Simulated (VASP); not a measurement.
# Zn5O2 in VASP: further runs

Runs on Zn5O2. Level: PBE. Tasks: single point, relaxation of cell and atoms.

Program: VASP 6.6.1. These are calculated values, not measurements. Logs are shortened: lines on timing, memory, paths and dates and some standing lists are left out, and cuts for length are marked.

### 1 The cell of the first run

The typed cell holds 7 atoms: a = 5.421 Å, b = 5.421 Å, c = 5.421 Å, α = 120.54°, β = 89.06°, γ = 120.54°.

The cell was built from a structure type or drawn by symmetry, and may not be a known phase.

### 2 Single point, PBE

INCAR

```
SYSTEM = Zn5O2
PREC     = Accurate       ! precision mode
ENCUT    = 520            ! plane-wave cutoff, eV
EDIFF    = 1E-6           ! SCF threshold, eV
ISMEAR   = 0              ! smearing method
SIGMA    = 0.2            ! smearing width, eV
LREAL    = .False.        ! projectors in reciprocal space
LASPH    = .True.         ! aspherical terms in the spheres
NELM     = 100            ! most SCF steps
ALGO     = Normal         ! electronic algorithm
ISIF     = 2              ! what is computed and relaxed
LWAVE    = .False.        ! write WAVECAR
LCHARG   = .False.        ! write CHGCAR
GGA      = PE             ! functional
NBANDS   = 45             ! bands
```

KPOINTS

```
regular mesh
0
Gamma
  4 4 4
  0 0 0
```

POSCAR

```
Zn5O2
1.0
   -2.6884886346      3.8645683294      2.6883600934
    2.6884886346     -3.8645683294      2.6883600934
    2.6884886346      3.8645683294     -2.6883600934
Zn O
5 2
Direct
    0.5000000000      0.5000000000      0.5000000000
    0.0000000000      0.5000000000      0.0000000000
    0.5000000000      0.0000000000      0.0000000000
    0.0000000000      0.0000000000      0.5000000000
    0.5000000000      0.5000000000      0.0000000000
    0.0930885922      0.5000000000      0.5930885922
    0.9069114078      0.5000000000      0.4069114078
```

Potentials or basis: VASP PAW PBE potentials, release 64 (Zn, O).

On the command line:

```bash
cat potpaw_PBE.64/Zn/POTCAR potpaw_PBE.64/O/POTCAR > POTCAR
mpirun -np 1 vasp_std > vasp.out
```

OUTCAR:

```text
SYSTEM = Zn5O2
   PREC = Accurate
   ENCUT = 520
   EDIFF = 1E-6
   ISMEAR = 0
   LREAL = .False.
   LASPH = .True.
   NELM = 100
   ISIF = 2
   GGA = PE

 ion  position               nearest neighbor table
   1  0.500  0.500  0.500-   6 2.25   7 2.25   4 2.69   4 2.69   3 2.69   3 2.69   5 2.71   5 2.71

   2  0.000  0.500  0.000-   6 2.25   7 2.25   3 2.69   3 2.69   4 2.69   4 2.69   5 2.71   5 2.71

   3  0.500  0.000  0.000-   7 2.25   6 2.25   2 2.69   2 2.69   1 2.69   1 2.69   5 2.71   5 2.71

   4  0.000  0.000  0.500-   6 2.25   7 2.25   1 2.69   1 2.69   2 2.69   2 2.69   5 2.71   5 2.71

   5  0.500  0.500  0.000-   1 2.71   2 2.71   3 2.71   4 2.71   1 2.71   3 2.71   2 2.71   4 2.71

   6  0.093  0.500  0.593-   7 1.44   2 2.25   3 2.25   1 2.25   4 2.25
   7  0.907  0.500  0.407-   6 1.44   2 2.25   4 2.25   1 2.25   3 2.25

  LATTYP: Found a body centered orthorhombic cell.
 ALAT       =     5.3767201868
 B/A-ratio  =     1.0000478140
 C/A-ratio  =     1.4375188573

  Lattice vectors:

 A1 = (   2.6884886346,   3.8645683294,  -2.6883600934)
 A2 = (  -2.6884886346,   3.8645683294,   2.6883600934)
 A3 = (   2.6884886346,  -3.8645683294,   2.6883600934)

Analysis of symmetry for initial positions (statically):
=====================================================================
 Subroutine PRICEL returns:
 Original cell was already a primitive cell.

 Routine SETGRP: Setting up the symmetry group for a
 body centered orthorhombic supercell.

 Subroutine GETGRP returns: Found  8 space group operations
 (whereof  8 operations were pure point group operations)
 out of a pool of  8 trial point group operations.

The static configuration has the point symmetry D_2h.

Analysis of symmetry for dynamics (positions and initial velocities):
=====================================================================
 Subroutine PRICEL returns:
 Original cell was already a primitive cell.

 Routine SETGRP: Setting up the symmetry group for a
 body centered orthorhombic supercell.

 Subroutine GETGRP returns: Found  8 space group operations
 (whereof  8 operations were pure point group operations)
 out of a pool of  8 trial point group operations.

The dynamic configuration has the point symmetry D_2h.

 Subroutine INISYM returns: Found  8 space group operations
 (whereof  8 operations are pure point group operations),
 and found     1 'primitive' translations

[... 97 lines left out ...]
   EDIFF  = 0.1E-05   stopping-criterion for ELM
   LREAL  =      F    real-space projection
   EDIFFG = 0.1E-04   stopping-criterion for IOM
   NSW    =      0    number of steps for IOM
   IBRION =     -1    ionic relax: 0-MD 1-quasi-New 2-CG
   NFREE  =      0    steps in history (QN), initial steepest desc. (CG)
   ISIF   =      2    stress and relaxation
   ISYM   =      2    0-nonsym 1-usesym 2-fastsym
   POTIM  = 0.5000    time-step for ionic-motion
   TEBEG  =    0.0;   TEEND  =   0.0 temperature during run
   PSTRESS=    0.0 pullay stress
   NELECT =      72.0000    total number of electrons
   NUPDOWN=      -1.0000    fix difference up-down
   EMIN   =  10.00;   EMAX   =-10.00  energy-range for DOS
   EFERMI =   0.00;   METHOD = LEGACY
   ISMEAR =     0;   SIGMA  =   0.20  broadening in eV -4-tet -1-fermi 0-gaus
   EFERMI_NEDOS =   21; number of points for ismear=-14 and -15
   IALGO  =     38    algorithm
   IMIX   =      4    mixing-type and parameters
     AMIX     =   0.40;   BMIX     =  1.00
     AMIX_MAG =   1.60;   BMIX_MAG =  1.00
  volume/ion in A,a.u.               =      15.96       107.71
  Fermi-wavevector in a.u.,A,eV,Ry     =   1.414057  2.672179 27.205611  1.999556
  Thomas-Fermi vector in A             =   2.535638
   LORBIT       =      0    0 simple, 1 ext, 2 COOP (PROOUT), +10 PAW based schemes
   GGA     = PE    functional components
   LHFCALC =     F    Hartree Fock is set to
   AEXX    =    0.0000 exact exchange contribution
   IVDW    =     0    specifies the selected vdW correction
   LEPSILON=     F    determine dielectric tensor
   LRPA    =     F    only Hartree local field effects (RPA)
 non-spin polarized calculation
 Gauss-broadening in eV      SIGMA  =   0.20
  energy-cutoff  :      520.00
  volume of cell :      111.73
 maximum number of plane-waves:      3036
   NGX = 21   NGY = 21   NGZ = 21

 number of electron      72.0000088 magnetization

 Free energy of the ion-electron system (eV)
  ---------------------------------------------------
  ext. energy  EPLUGINS =         0.00000000
  ---------------------------------------------------
  free energy    TOTEN  =       -15.12242854 eV

  energy without entropy =      -15.08496041  energy(sigma->0) =      -15.10369448

 E-fermi :   1.7623     XC(G=0): -10.3035

 val. band max:        1.6942755897   @ k =   0.5000   0.5000   0.0000
 cond. band min:       1.7909362802   @ k =   0.2500   0.0000   0.0000
 fundamental gap:      0.0966606906
 Fermi energy:         1.7622792496

 k-point     1 :       0.0000    0.0000    0.0000
  band No.  band energies     occupation
      1     -21.2835      2.00000
      2     -14.8515      2.00000
      3      -8.1323      2.00000
      4      -6.1181      2.00000
      5      -6.0123      2.00000
      6      -6.0121      2.00000
[... 853 lines left out ...]
     44       8.4348      0.00000
     45       9.3681      0.00000

------------------------ aborting loop because EDIFF is reached ----------------------------------------

  FORCE on cell =-STRESS in cart. coord.  units (eV):
  Direction    XX          YY          ZZ          XY          YZ          ZX
  --------------------------------------------------------------------------------------
  -------------------------------------------------------------------------------------
  Total       -0.0799978      0.3704305     -0.0790859      0.0000000      0.0000000      0.0000000
  in kB       -1.1471812      5.3120319     -1.1341043      0.0000000      0.0000000      0.0000000
  external PRESSURE =       1.0102488 kB  Pullay stress =       0.0000000 kB

 VOLUME and BASIS-vectors are now :
 -----------------------------------------------------------------------------
  energy-cutoff  :      520.00
  volume of cell :      111.73
      direct lattice vectors                 reciprocal lattice vectors
    -2.688488635  3.864568329  2.688360093     0.000000000  0.129380556  0.185986989
     2.688488635 -3.864568329  2.688360093     0.185978097  0.000000000  0.185986989
     2.688488635  3.864568329 -2.688360093     0.185978097  0.129380556  0.000000000

 POSITION                                       TOTAL-FORCE (eV/Angst)
 -----------------------------------------------------------------------------------
      1.34424      1.93228      1.34418         0.000000      0.000000      0.000000
      1.34424     -1.93228      1.34418         0.000000      0.000000     -0.000000
     -1.34424      1.93228      1.34418        -0.000000     -0.000000      0.000000
      1.34424      1.93228     -1.34418         0.000000      0.000000      0.000000
      0.00000      0.00000      2.68836        -0.000000     -0.000000     -0.000000
      2.68849      0.71949      0.00000         0.000000      0.147388      0.000000
      0.00000      3.14507      2.68836         0.000000     -0.147388     -0.000000
 -----------------------------------------------------------------------------------
    total drift:                                0.000000     -0.000000      0.000000

  FREE ENERGIE OF THE ION-ELECTRON SYSTEM (eV)
  ---------------------------------------------------
  free  energy   TOTEN  =       -15.1224285423 eV

  energy  without entropy=      -15.0849604078  energy(sigma->0) =      -15.10369448
```

OSZICAR:

```text
N       E                     dE             d eps       ncg     rms          rms(c)
DAV:   1     0.630790131369E+03    0.63079E+03   -0.34958E+04  1620   0.231E+03
DAV:   2     0.737789187715E+02   -0.55701E+03   -0.53639E+03  1625   0.497E+02
DAV:   3    -0.124012375582E+02   -0.86180E+02   -0.83997E+02  1820   0.173E+02
DAV:   4    -0.172804787210E+02   -0.48792E+01   -0.48232E+01  1958   0.400E+01
DAV:   5    -0.173230912841E+02   -0.42613E-01   -0.42596E-01  1735   0.361E+00    0.107E+01
DAV:   6    -0.153285493468E+02    0.19945E+01   -0.10731E+01  2509   0.421E+01    0.674E+00
DAV:   7    -0.151441259027E+02    0.18442E+00   -0.23568E+00  1967   0.161E+01    0.395E+00
DAV:   8    -0.151319300443E+02    0.12196E-01   -0.62423E-01  1805   0.780E+00    0.101E+00
DAV:   9    -0.151215710126E+02    0.10359E-01   -0.92557E-02  2107   0.569E+00    0.296E-01
DAV:  10    -0.151224162408E+02   -0.84523E-03   -0.17067E-02  1755   0.143E+00    0.169E-01
DAV:  11    -0.151224813969E+02   -0.65156E-04   -0.28645E-03  1967   0.493E-01    0.750E-02
DAV:  12    -0.151224238994E+02    0.57498E-04   -0.50479E-04  2066   0.196E-01    0.233E-02
DAV:  13    -0.151224278920E+02   -0.39926E-05   -0.10963E-04  1793   0.109E-01    0.901E-03
DAV:  14    -0.151224284505E+02   -0.55854E-06   -0.10941E-05  1913   0.690E-02    0.413E-03
DAV:  15    -0.151224285423E+02   -0.91815E-07   -0.27530E-06  1292   0.325E-02
   1 F= -.15122429E+02 E0= -.15103694E+02  d E =-.374681E-01
```

stdout:

```text
POSCAR found type information on POSCAR ZnO
 POSCAR found :  2 types and       7 ions
 scaLAPACK will be used
 LDA part: xc-table for (Slater+PW92), standard interpolation
 POSCAR, INCAR and KPOINTS ok, starting setup
 FFT: planning ... GRIDC
 FFT: planning ... GRID_SOFT
 FFT: planning ... GRID
 WAVECAR not read
 entering main loop
```

It took 44 s on 1 thread of Intel Xeon 6975P-C (Granite Rapids), shared host; peak memory 0.26 GiB.

What came out:

- Free energy: -15.1224 eV
- Pressure: 0.1 GPa
- Largest force: 0.147 eV/Å
- Band gap on the k mesh: zero (bands 36 and 37 overlap by 1.06 eV)

Forces in eV/Å, atoms in the order of the input:
```
Zn   0.000  0.000  0.000
Zn   0.000  0.000  0.000
Zn   0.000  0.000  0.000
Zn   0.000  0.000  0.000
Zn   0.000  0.000  0.000
O    0.000  0.147  0.000
O    0.000 -0.147  0.000
```

Stress tensor (GPa, compression positive):
```
-0.11  0.00  0.00
 0.00  0.53  0.00
 0.00  0.00 -0.11
```

[end of part 1 of 2]
